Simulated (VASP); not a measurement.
Wanted: the native input for a VASP 6.6.1 run.

```
Task                   : single point
Functional             : PBE
Potentials or basis    : VASP PAW PBE potentials, release 64 (N, Ti_sv)
Cutoff                 : 520 eV
k mesh                 : 9 × 9 × 1
Occupations            : gaussian, width 0.1 eV
Spin                   : collinear spin
Starting moments       : [0.0, 0.0, 0.0, 0.0, 3.0, 0.0, 0.0, 0.0] μB
Dipole correction      : yes
Further INCAR settings : ALGO = Normal; EDIFF = 1e-06; NBANDS = 44
```

The structure of Ti3N5 lies in POSCAR:

```
Ti3N5
1.0
    3.0028555063      0.0000000000      0.0000000000
   -1.5014277532      2.6005491524      0.0000000000
    0.0000000000      0.0000000000     24.1233847547
N Ti
5 3
Direct
    0.3333333333      0.6666666667      0.1658142106
    0.0000000000      0.0000000000      0.2674509120
    0.6666666667      0.3333333333      0.3654788005
    0.3333333333      0.6666666667      0.4611038156
    0.3333333333      0.6666666667      0.5025573682
    0.6666666667      0.3333333333      0.2166325614
    0.3333333333      0.6666666667      0.3190139885
    0.0000000000      0.0000000000      0.4290633808
```

The input as run:

INCAR

```
PREC = Accurate ; ENCUT = 520
EDIFF = 1E-6 ; ISMEAR = 0
SIGMA = 0.1 ; LREAL = F
LASPH = T ; NELM = 150
ALGO = Normal ; ISIF = 2
LWAVE = F ; LCHARG = F
ISPIN = 2 ; MAGMOM = 0 0 0 0 3 0 0 0
LORBIT = 11 ; LMAXMIX = 4
LDIPOL = T ; IDIPOL = 3
DIPOL = 0.5 0.5 0.341 ; GGA = PE
NBANDS = 44
```

KPOINTS

```
regular mesh
0
Gamma
  9 9 1
```

Potentials or basis: VASP PAW PBE potentials, release 64 (N, Ti_sv).

Command:

```sh
$ cat potpaw_PBE.64/N/POTCAR potpaw_PBE.64/Ti_sv/POTCAR > POTCAR
$ mpirun -np 1 vasp_std > vasp.out
```

It gave:

The largest force is 39.527 eV/Å, the net moment is 0.00 μB per cell and the valence electrons inside the program's atomic spheres are N 3.51, 3.75, 3.71, 4.39, 4.15; Ti 10.31, 10.37, 10.65.

Caveat: the standard files for N, O and F lose accuracy on very short bonds.

Run time: 6.4 min on 1 thread of AMD EPYC 9R45 96-Core Processor (Zen 5), with other jobs on the host, peak memory 0.44 GiB.
